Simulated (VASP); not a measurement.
# ZrIn (P4/mmm) in VASP: a series of runs, part 2 of 2

VASP 6.6.1.

### 3 Relaxation of shape and atoms at fixed volume, LDA

This run uses another cell than the first one, of 12.08 Å³/atom.

The input, INCAR:

```
SYSTEM = ZrIn
PREC = Accurate ; ENCUT = 600
EDIFF = 1E-7 ; ISMEAR = -1
SIGMA = 0.05 ; LREAL = .False.
LASPH = .True. ; NELM = 100
ALGO = Normal ; ISIF = 4
LWAVE = .False. ; LCHARG = .False.
GGA = CA ; IBRION = 2
NSW = 50 ; EDIFFG = -0.01
```

The input, KPOINTS:

```
Automatic mesh
0
Gamma
  12 12 8
  0 0 0
```

The input, POSCAR:

```
ZrIn
1.0
    2.5732006603      0.0000000000      0.0000000000
    0.0000000000      2.5732006603      0.0000000000
    0.0000000000      0.0000000000      3.6493394613
Zr In
1 1
Direct
    0.0000000000      0.0000000000      0.0000000000
    0.5000000000      0.5000000000      0.5000000000
```

Potentials or basis: VASP PAW LDA potentials, release 64 (Zr_sv, In_d).

Launch:

```
cat potpaw_LDA.64/Zr_sv/POTCAR potpaw_LDA.64/In_d/POTCAR > POTCAR
mpirun -np 1 vasp_std > vasp.out
```

OUTCAR:

```text
SYSTEM = ZrIn
   PREC = Accurate
   ENCUT = 600
   EDIFF = 1E-7
   ISMEAR = -1
   LREAL = .False.
   LASPH = .True.
   NELM = 100
   ISIF = 4
   GGA = CA
   IBRION = 2
   NSW = 50
   EDIFFG = -0.01

 ion  position               nearest neighbor table
   1  0.000  0.000  0.000-   2 2.58   2 2.58   2 2.58   2 2.58   2 2.58   2 2.58   2 2.58   2 2.58

   2  0.500  0.500  0.500-   1 2.58   1 2.58   1 2.58   1 2.58   1 2.58   1 2.58   1 2.58   1 2.58

  LATTYP: Found a simple tetragonal cell.
 ALAT       =     2.5732006603
 C/A-ratio  =     1.4182102149

  Lattice vectors:

 A1 = (   2.5732006603,   0.0000000000,   0.0000000000)
 A2 = (   0.0000000000,   2.5732006603,   0.0000000000)
 A3 = (   0.0000000000,   0.0000000000,   3.6493394613)

Analysis of symmetry for initial positions (statically):
=====================================================================
 Subroutine PRICEL returns:
 Original cell was already a primitive cell.

 Routine SETGRP: Setting up the symmetry group for a
 simple tetragonal supercell.
[... 174 lines left out ...]
  --------------------------------------------------------------------------------------
  -------------------------------------------------------------------------------------
  Total       28.4182005     28.4182005     29.4160833      0.0000000      0.0000000     -0.0000000
  in kB     1884.2806377   1884.2806377   1950.4456683      0.0000000      0.0000000     -0.0000000
  external PRESSURE =    1906.3356479 kB  Pullay stress =       0.0000000 kB
[... 131 lines left out ...]
--------------------------------------- Ionic step        5  -------------------------------------------

 number of electron      24.9999994 magnetization

 Free energy of the ion-electron system (eV)
  ---------------------------------------------------
  ext. energy  EPLUGINS =         0.00000000
  ---------------------------------------------------
  free energy    TOTEN  =        -6.99916867 eV

  energy without entropy =       -6.98863312  energy(sigma->0) =       -6.99390090

 E-fermi :  19.3576     XC(G=0): -14.7333

 val. band max:       19.3570150565   @ k =   0.2500   0.1667   0.3750
 cond. band min:      19.3645320940   @ k =   0.2500   0.0000   0.2500
 fundamental gap:      0.0075170375
 Fermi energy:        19.3575696574

 k-point     1 :       0.0000    0.0000    0.0000
  band No.  band energies     occupation
      1     -29.0412      2.00000
      2      -7.7757      2.00000
      3      -5.1963      2.00000
      4      -5.1963      2.00000
      5       1.1568      2.00000
      6       1.8452      2.00000
[... 433 lines left out ...]
      3      -7.7392      2.00000
      4      -6.7423      2.00000
      5       1.8923      2.00000
      6       2.4048      2.00000
[... 8 lines left out ...]
     15      22.6379      0.00000
     16      27.5481      0.00000

 [... further k-points ...]

------------------------ aborting loop because EDIFF is reached ----------------------------------------

  FORCE on cell =-STRESS in cart. coord.  units (eV):
  Direction    XX          YY          ZZ          XY          YZ          ZX
  --------------------------------------------------------------------------------------
  -------------------------------------------------------------------------------------
  Total       28.4289194     28.4289194     28.4530354      0.0000000      0.0000000     -0.0000000
  in kB     1884.9913562   1884.9913562   1886.5903765      0.0000000      0.0000000     -0.0000000
  external PRESSURE =    1885.5243629 kB  Pullay stress =       0.0000000 kB
[... 17 lines left out ...]
  FREE ENERGIE OF THE ION-ELECTRON SYSTEM (eV)
  ---------------------------------------------------
  free  energy   TOTEN  =        -6.9991686704 eV

  energy  without entropy=       -6.9886331214  energy(sigma->0) =       -6.99390090

 reached required accuracy - stopping structural energy minimisation
```

OSZICAR:

```text
N       E                     dE             d eps       ncg     rms          rms(c)
DAV:   1     0.243113480519E+03    0.24311E+03   -0.15262E+04  4568   0.264E+03
DAV:   2     0.662544641932E+01   -0.23649E+03   -0.23336E+03  4792   0.513E+02
[... 42 lines left out ...]
DAV:   1    -0.700404614138E+01   -0.56605E-02   -0.30275E-01  5328   0.583E+00    0.419E-01
DAV:   2    -0.700074851397E+01    0.32976E-02   -0.77489E-03  6072   0.110E+00    0.240E-01
DAV:   3    -0.699916786905E+01    0.15806E-02   -0.28543E-03  6744   0.733E-01    0.532E-02
DAV:   4    -0.699917112936E+01   -0.32603E-05   -0.14377E-04  4992   0.113E-01    0.433E-02
DAV:   5    -0.699916874945E+01    0.23799E-05   -0.83799E-06  7904   0.430E-02    0.158E-02
DAV:   6    -0.699916867037E+01    0.79076E-07   -0.76745E-07  5552   0.106E-02
   5 F= -.69991687E+01 E0= -.69939009E+01  d E =-.484018E-01
```

Wall time 75 s (1 thread of Intel Xeon 6975P-C (Granite Rapids), shared host); peak memory 0.19 GiB.

What came out:

| Property | Result |
| --- | --- |
| Free energy | -6.9992 eV |
| Energy gained by relaxing | 24.2 meV/atom |
| Ionic steps | 5 |
| Pressure after relaxing | 188.6 GPa |
| Band gap on the k mesh | zero (an odd number of electrons rules out a gap without spin polarisation) |

Step by step:
| step | energy change (eV) | largest force (eV/Å) | pressure (GPa) | volume (Å³) |
| --- | --- | --- | --- | --- |
| 1 | 0.0000 | 0.0000 | 190.63 | 24.16 |
| 2 | -0.0162 | 0.0000 | 190.38 | 24.16 |
| 3 | -0.0479 | 0.0000 | 188.32 | 24.16 |
| 4 | -0.0476 | 0.0000 | 188.83 | 24.16 |
| 5 | -0.0484 | 0.0000 | 188.55 | 24.16 |

Final structure:
```yaml
crystal:
  lattice:
    - [2.49871, 0.00000, 0.00000]
    - [0.00000, 2.49871, 0.00000]
    - [0.00000, 0.00000, 3.87016]
  atoms:
    - { symbol: Zr, position: [0.00000, 0.00000, 0.00000] }
    - { symbol: In, position: [0.50000, 0.50000, 0.50000] }
```

Caveat: spin-orbit coupling is left out, which moves the levels of the heavy elements.

### 4 Relaxation of shape and atoms at fixed volume, LDA

This run uses another cell than the first one, of 18.67 Å³/atom.

The input, INCAR:

```
SYSTEM = ZrIn
  PREC = Accurate
  ENCUT = 600
  EDIFF = 1E-7
  ISMEAR = -1
  SIGMA = 0.05
  LREAL = .FALSE.
  LASPH = .TRUE.
  NELM = 60
  ALGO = Normal
  ISIF = 4
  LWAVE = .FALSE.
  LCHARG = .FALSE.
  IBRION = 2
  NSW = 50
  EDIFFG = -0.01
```

The input, KPOINTS:

```
regular mesh
0
G
  12 12 8
  0 0 0
```

The input, POSCAR:

```
ZrIn
1.0
    2.9750371934      0.0000000000      0.0000000000
    0.0000000000      2.9750371934      0.0000000000
    0.0000000000      0.0000000000      4.2192281373
Zr In
1 1
Direct
    0.0000000000      0.0000000000      0.0000000000
    0.5000000000      0.5000000000      0.5000000000
```

Launch:

```
cat potpaw_LDA.64/Zr_sv/POTCAR potpaw_LDA.64/In_d/POTCAR > POTCAR
mpirun -np 1 vasp_std > vasp.out
```

Wall time 57 s (1 thread of Intel Xeon 6975P-C (Granite Rapids), shared host); peak memory 0.23 GiB.

It converged, with:

* Free energy: -13.1990 eV
* Energy gained by relaxing: 0.1 meV/atom
* Ionic steps: 3
* Pressure after relaxing: 14.4 GPa
* Band gap on the k mesh: zero (an odd number of electrons rules out a gap without spin polarisation)

The path:
```tsv
step	energy change (eV)	largest force (eV/Å)	pressure (GPa)	volume (Å³)
1	0.0000	0.0000	14.36	37.34
2	-0.0001	0.0000	14.36	37.34
3	-0.0002	0.0000	14.37	37.34
```

Final structure:
```cif
data_structure
_symmetry_space_group_name_H-M 'P 1'
_symmetry_Int_Tables_number 1
_cell_length_a 2.9806
_cell_length_b 2.9806
_cell_length_c 4.2036
_cell_angle_alpha 90.000
_cell_angle_beta 90.000
_cell_angle_gamma 90.000
_cell_volume 37.34
loop_
_atom_site_label
_atom_site_type_symbol
_atom_site_fract_x
_atom_site_fract_y
_atom_site_fract_z
_atom_site_occupancy
Zr1 Zr 0.00000 0.00000 0.00000 1
In1 In 0.50000 0.50000 0.50000 1
```

Levels at points of the mesh, in eV from the Fermi level:
```
           k point  band 8  band 9  band 10  band 11  band 12  band 13  band 14  band 15  band 16
(0.00, 0.00, 0.00)  -14.36  -14.22    -9.83    -1.95    -1.41    -0.05     3.34     3.34     5.12
(0.50, 0.00, 0.00)  -14.31  -14.18    -5.07    -5.05    -2.61    -0.87     1.88     3.55     6.14
(0.50, 0.50, 0.00)  -14.31  -13.91    -4.35    -0.81    -0.81     0.27     0.27     0.43     4.50
(0.00, 0.00, 0.50)  -14.33  -14.22    -8.07    -5.32    -1.49     0.49     1.94     1.94     5.07
(0.50, 0.00, 0.50)  -14.33  -14.18    -6.20    -3.00    -1.12    -0.71     2.32     2.40     3.49
(0.50, 0.50, 0.50)  -14.20  -13.91    -3.68    -3.31    -3.31    -0.34     2.74     4.75     6.31
```

Caveat: spin-orbit coupling is left out, which moves the levels of the heavy elements.

### 5 Single point, LDA

This run uses another cell than the first one, of the same volume but with other edges.

The input, INCAR:

```
SYSTEM = ZrIn
ALGO = Normal ; EDIFF = 1E-7
ENCUT = 520 ; ISIF = 2
ISMEAR = -1 ; LASPH = .True.
LCHARG = .False. ; LREAL = .False.
LWAVE = .False. ; NBANDS = 20
NELM = 100 ; PREC = Accurate
SIGMA = 0.05
```

The input, KPOINTS:

```
k-points
0
Gamma
  12 12 8
  0 0 0
```

The input, POSCAR:

```
ZrIn
1.0
    2.4095787582      0.0000000000      0.0000000000
    0.0000000000      2.4095787582      0.0000000000
    0.0000000000      0.0000000000      3.7834381133
Zr In
1 1
Direct
    0.0000000000      0.0000000000      0.0000000000
    0.5000000000      0.5000000000      0.5000000000
```

Launch:

```
cat potpaw_LDA.64/Zr_sv/POTCAR potpaw_LDA.64/In_d/POTCAR > POTCAR
mpirun -np 1 vasp_std > vasp.out
```

Wall time 26 s (1 thread of AMD EPYC 9R45 (Zen 5), shared host); peak memory 0.13 GiB.

The run converged. Its results:

```
Free energy            : -3.8848 eV
Pressure               : 271.1 GPa
Band gap on the k mesh : zero (an odd number of electrons rules out a gap without spin polarisation)
```

Stress tensor (GPa, compression positive):
```
271.01   0.00   0.00
  0.00 271.01   0.00
  0.00   0.00 271.22
```

Levels at points of the mesh, in eV from the Fermi level:
```tsv
k point	band 11	band 12	band 13	band 14	band 15	band 16
(0.00, 0.00, 0.00)	-3.92	-3.31	0.36	5.46	5.46	9.62
(0.50, 0.00, 0.00)	-6.50	-4.26	-2.18	2.44	5.66	8.72
(0.50, 0.50, 0.00)	-1.07	-1.07	-0.62	-0.62	1.41	4.98
(0.00, 0.00, 0.50)	-6.12	-4.32	-2.65	2.97	2.97	9.47
(0.50, 0.00, 0.50)	-4.84	-1.71	1.14	3.17	3.29	6.21
(0.50, 0.50, 0.50)	-6.21	-6.21	2.59	2.73	7.20	7.42
```

Caveat: the cell stands under pressure; spin-orbit coupling is left out, which moves the levels of the heavy elements.

### 6 The runs side by side

| task | cell | cutoff (eV) | gap on the mesh (eV) | pressure (GPa) |
| --- | --- | --- | --- | --- |
| relaxation of shape and atoms at fixed volume | relaxed from a = 2.493, b = 2.493, c = 3.535 Å, 2 atoms | 600 | none | 271.1 |
| relaxation of shape and atoms at fixed volume | relaxed from a = 2.573, b = 2.573, c = 3.649 Å, 2 atoms | 600 | none | 188.6 |
| relaxation of shape and atoms at fixed volume | relaxed from a = 2.975, b = 2.975, c = 4.219 Å, 2 atoms | 600 | none | 14.4 |
| single point | a = 2.410, b = 2.410, c = 3.783 Å, 2 atoms | 520 | none | 271.1 |

Alike in all rows: level LDA; potentials or basis VASP PAW LDA potentials, release 64 (Zr_sv, In_d); no spin polarisation; k mesh 12 × 12 × 8; smearing fermi-dirac 0.05 eV.

Caveats: spin-orbit coupling is left out, which moves the levels of the heavy elements; the cell stands under pressure (at least some runs).

Absolute energies hang on the potentials; compare differences alone.

The gap in the log of VASP goes by the Fermi energy; the results here count the filled bands.